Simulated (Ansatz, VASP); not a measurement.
# Al6H: VASP beside Ansatz

INCAR

```
PREC = Accurate
ENCUT = 520
EDIFF = 1E-6
ISMEAR = 0
SIGMA = 0.1
LREAL = False
LASPH = True
NELM = 80
ALGO = Normal
ISIF = 2
LWAVE = False
LCHARG = False
LDIPOL = True
IDIPOL = 3
DIPOL = 0.5 0.5 0.301
GGA = PE
NBANDS = 32
```

File KPOINTS:

```
regular mesh
0
Gamma
  5 5 1
```

File POSCAR:

```
Al6H
1.0
    5.7135165837      0.0000000000      0.0000000000
    0.0000000000      5.7135165837      0.0000000000
    0.0000000000      0.0000000000     22.1746954375
Al H
12 2
Direct
    0.2500000000      0.2500000000      0.1803857921
    0.2500000000      0.7500000000      0.1803857921
    0.7500000000      0.2500000000      0.1803857921
    0.7500000000      0.7500000000      0.1803857921
    0.0000000000      0.0000000000      0.2744050924
    0.0000000000      0.5000000000      0.2744050924
    0.5000000000      0.0000000000      0.2744050924
    0.5000000000      0.5000000000      0.2744050924
    0.2500000000      0.2500000000      0.3686497278
    0.2500000000      0.7500000000      0.3686497278
    0.7500000000      0.2500000000      0.3686497278
    0.7500000000      0.7500000000      0.3686497278
    0.0000000000     -0.1033514109      0.4610974462
    0.0000000000      0.1033514109      0.4610974462
```

Input for Ansatz:

```yaml
crystal:
  lattice:
    - [5.7135165837, 0.0, 0.0]
    - [0.0, 5.7135165837, 0.0]
    - [0.0, 0.0, 22.1746954375]
  atoms:
    - { symbol: Al, position: [0.25, 0.25, 0.1803857921] }
    - { symbol: Al, position: [0.25, 0.75, 0.1803857921] }
    - { symbol: Al, position: [0.75, 0.25, 0.1803857921] }
    - { symbol: Al, position: [0.75, 0.75, 0.1803857921] }
    - { symbol: Al, position: [0.0, 0.0, 0.2744050924] }
    - { symbol: Al, position: [0.0, 0.5, 0.2744050924] }
    - { symbol: Al, position: [0.5, 0.0, 0.2744050924] }
    - { symbol: Al, position: [0.5, 0.5, 0.2744050924] }
    - { symbol: Al, position: [0.25, 0.25, 0.3686497278] }
    - { symbol: Al, position: [0.25, 0.75, 0.3686497278] }
    - { symbol: Al, position: [0.75, 0.25, 0.3686497278] }
    - { symbol: Al, position: [0.75, 0.75, 0.3686497278] }
    - { symbol: H, position: [0.0, -0.1033514109, 0.4610974462] }
    - { symbol: H, position: [0.0, 0.1033514109, 0.4610974462] }
basis:
  ecutwfc: 420
kpoints:
  mp_grid: { grid: [5, 5, 1] }
hamiltonian:
  xc: pbe
  pseudopotentials: { kind: paw, azcp: { folder: soft_1 } }
scf:
  occupations: { method: gaussian, width: 0.1 }
output:
  forces: true
  eigenvalues: true
efield:
  axis: 3
  dipole_correction: true
  ramp_width: 0.04
```

Alike in both runs: task single point; functional PBE; k mesh 5 × 5 × 1; occupations gaussian, width 0.1 eV; no spin polarisation.

|  | VASP | Ansatz |
| --- | --- | --- |
| version | VASP 6.6.1 | Ansatz 0.2.0 |
| potentials or method | VASP PAW PBE potentials, release 64 (Al, H), cutoff 520 eV | scalar-relativistic, plane waves, PAW |
| valence electrons in the cell | 38 | 38 |

Ansatz gave:

```
gap on the k mesh at the Fermi level (eV) : none
rms of the force components (eV/Å)        : 0.709
```

Task: Which values does VASP return?

Result: gap on the k mesh at the Fermi level (eV): none; rms of the force components (eV/Å): 0.710.

Atom by atom the forces differ by 0.001 eV/Å (rms over components). A gap of «none» marks a metal or a gap that the smearing closes.
